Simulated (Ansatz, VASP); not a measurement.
# PbSe2: VASP beside Ansatz

```
Pb Se
1.0
     0.00000    3.56184    3.56184
     3.56184    0.00000    3.56184
     3.56184    3.56184    0.00000
Pb Se
1 2
Direct
  0.00000 0.00000 0.00000
  0.25000 0.25000 0.25000
  0.75000 0.75000 0.75000
```

Alike in both runs: functional PBE; k mesh 9 × 9 × 9; occupations fermi-dirac, width 0.03 eV; no spin polarisation.

Ansatz relaxed the structure, and its values are those at the end. VASP's run is a single point on that final structure, the one shown.

```csv
,VASP,Ansatz
version,VASP 6.6.1,Ansatz 0.2.0
potentials or method,"VASP PAW PBE potentials, release 64 (Pb_d, Se)","PAW with Ansatz's default frozen-core files, scalar-relativistic"
plane-wave cutoff (eV),500,420
valence electrons in the cell,26,46
```

```tsv
	VASP	Ansatz	Ansatz less VASP
pressure (GPa)	0.0	0.0	0.00
```

VASP's potentials hold 26 valence electrons a cell and Ansatz's 46, so a difference there can come from the potentials and not from the codes.

Neither program's run includes spin-orbit coupling.
